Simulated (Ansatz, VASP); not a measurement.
**One calculation of Ge, two programs**

File INCAR:

```
PREC = Accurate
ENCUT = 520
EDIFF = 1E-6
ISMEAR = 0
SIGMA = 0.05
LREAL = False
LASPH = True
NELM = 60
ALGO = Normal
ISIF = 2
LWAVE = False
LCHARG = False
GGA = CA
IBRION = 2
NSW = 80
EDIFFG = -0.005
```

KPOINTS

```
regular mesh
0
Gamma
  12 12 12
```

POSCAR

```
Ge
1.0
    0.0000000000      2.8366125000      2.8120784615
    2.8366125000      0.0000000000      2.8120784615
    2.8366125000      2.8366125000      0.0000000000
Ge
2
Direct
    0.0000000000      0.0000000000      0.0000000000
    0.2500000000      0.2500000000      0.2500000000
```

Input for Ansatz:

```yaml
crystal:
  lattice:
    - [0.0, 2.8366125, 2.8120784615]
    - [2.8366125, 0.0, 2.8120784615]
    - [2.8366125, 2.8366125, 0.0]
  atoms:
    - { symbol: Ge, position: [0.0, 0.0, 0.0] }
    - { symbol: Ge, position: [0.25, 0.25, 0.25] }
scf:
  occupations: { method: gaussian, width: 0.05 }
output:
  forces: true
  stress: true
  eigenvalues: true
hamiltonian:
  xc: lda
relax:
  f_tol: 0.005
  max_steps: 60
kpoints:
  mp_grid: { grid: [12, 12, 12] }
```

Alike in both runs: task relaxation of the atoms; functional LDA; k mesh 12 × 12 × 12; occupations gaussian, width 0.05 eV; no spin polarisation.

```csv
,VASP,Ansatz
version,VASP 6.6.1,Ansatz 0.2.0
potentials or method,"VASP PAW LDA potentials, release 64 (Ge_d)","scalar-relativistic, plane waves, PAW"
plane-wave cutoff (eV),520,420
valence electrons in the cell,28,28
```

|  | VASP | Ansatz | Ansatz less VASP |
| --- | --- | --- | --- |
| gap on the k mesh at the Fermi level, each at its own relaxed structure (eV) | 0.07 | 0.07 | 0.000 |

LDA's correlation is that of Perdew and Zunger in VASP and of Perdew and Wang (1992) in Ansatz. Ansatz's warnings: stress scf threshold loose.

Noted on VASP's run: the relaxation stopped at its first step, so nothing moved.
